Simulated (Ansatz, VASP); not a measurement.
# GaP in VASP and in Ansatz

```
Ga P
1.0
     0.00000    2.83426    2.83426
     2.83426    0.00000    2.83426
     2.83426    2.83426    0.00000
Ga P
1 1
Direct
  0.00000 0.00000 0.00000
  0.75000 0.75000 0.75000
```

Change from the starting cell: strain +0.040 along x and y, +0.040 along z, atoms carried along.

Alike in both runs: task single point; functional r2SCAN; k mesh 8 × 8 × 8; occupations gaussian, width 0.05 eV; no spin polarisation.

|  | VASP | Ansatz |
| --- | --- | --- |
| version | VASP 6.6.1 | Ansatz 0.2.0 |
| potentials or method | VASP PAW PBE potentials, release 64 (Ga_d, P), cutoff 520 eV | scalar-relativistic, plane waves, PAW |
| valence electrons in the cell | 18 | 18 |

|  | VASP | Ansatz | Ansatz less VASP |
| --- | --- | --- | --- |
| gap on the k mesh at the Fermi level (eV) | 1.34 | 1.35 | +0.016 |
| least direct gap on the mesh (eV) | 1.34 | 1.35 | +0.016 |
| pressure (GPa) | -7.9 | -7.9 | 0.00 |

VASP's potentials were made for PBE, not for r2SCAN.
